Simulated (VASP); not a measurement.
A run of VASP 6.6.1 is set up as follows.

POSCAR

```
AlN
1.0
    3.1130000000      0.0000000000      0.0000000000
   -1.5565000000      2.6959370820      0.0000000000
    0.0000000000      0.0000000000      4.9810000000
Al N
2 2
Direct
    0.6666666667      0.3333333333      0.5000000000
    0.3333333333      0.6666666667      0.0000000000
    0.6666666667      0.3333333333      0.8800000000
    0.3333333333      0.6666666667      0.3800000000
```

The input INCAR.step1:

```
PREC = Accurate
ENCUT = 520
EDIFF = 1E-5
ISMEAR = -1
SIGMA = 0.05
LREAL = F
LASPH = T
NELM = 80
ALGO = Normal
ISIF = 2
LWAVE = T
LCHARG = F
NBANDS = 16
GGA = PE
```

INCAR.step2

```
PREC = Accurate
ENCUT = 520
EDIFF = 1E-7
ISMEAR = -1
SIGMA = 0.05
LREAL = F
LASPH = T
NELM = 80
ALGO = Normal
ISIF = 2
LWAVE = F
LCHARG = F
GGA = PE
LHFCALC = T
AEXX = 0.25
PRECFOCK = Normal
NBANDS = 16
ISTART = 1
```

KPOINTS

```
regular mesh
0
Gamma
  5 5 3
```

Potentials or basis: VASP PAW PBE potentials, release 64 (Al, N).

The run is started by

```bash
$ cat potpaw_PBE.64/Al/POTCAR potpaw_PBE.64/N/POTCAR > POTCAR
$ cp INCAR.step1 INCAR
$ mpirun -np 1 vasp_std > vasp.out
$ cp INCAR.step2 INCAR
$ mpirun -np 1 vasp_std > vasp.out
```

Q: What does it give for the largest force?

A: 0.130 eV/Å.

Q: Estimate the band gap on the k mesh.

A: 6.33 eV.

Q: Predict the pressure.

A: -1.8 GPa.

Forces on the atoms (eV/Å):
```
Al   0.000  0.000 -0.130
Al   0.000  0.000 -0.130
N    0.000  0.000  0.130
N    0.000  0.000  0.130
```

Caveat: the k points lie up to 0.47 Å⁻¹ apart; the PAW data sets were made with another functional, which shifts forces and pressure a little.
